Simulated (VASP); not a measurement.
A run of VASP 6.6.1 is set up as follows.

Contents of INCAR:

```
ALGO = Normal
EDIFF = 1E-6
ENCUT = 520
GGA = PE
ISIF = 2
ISMEAR = 0
LASPH = True
LCHARG = False
LREAL = False
LWAVE = False
NBANDS = 49
NELM = 100
PREC = Accurate
SIGMA = 0.1
```

Contents of KPOINTS:

```
k-points
0
Gamma
  4 4 4
```

File POSCAR:

```
Lu3BeH3
1.0
    6.0941309500      0.0000000000      0.0000000000
    0.0000000000      6.0941309500      0.0000000000
    0.0000000000      0.0000000000      6.0941309500
Lu Be H
3 1 3
Direct
    0.5000000000      0.0000000000      0.0000000000
    0.0000000000      0.5000000000      0.0000000000
    0.0000000000      0.0000000000      0.5000000000
    0.0000000000      0.0000000000      0.0000000000
    0.0000000000      0.5000000000      0.5000000000
    0.5000000000      0.0000000000      0.5000000000
    0.5000000000      0.5000000000      0.0000000000
```

Potentials or basis: VASP PAW PBE potentials, release 64 (Lu, Be, H).

Command:

```console
$ cat potpaw_PBE.64/Lu/POTCAR potpaw_PBE.64/Be/POTCAR potpaw_PBE.64/H/POTCAR > POTCAR
$ mpirun -np 1 vasp_std > vasp.out
```

**Question.** Predict the pressure.

**Answer.** -10.5 GPa.

Caveat: the cell stands under tension.
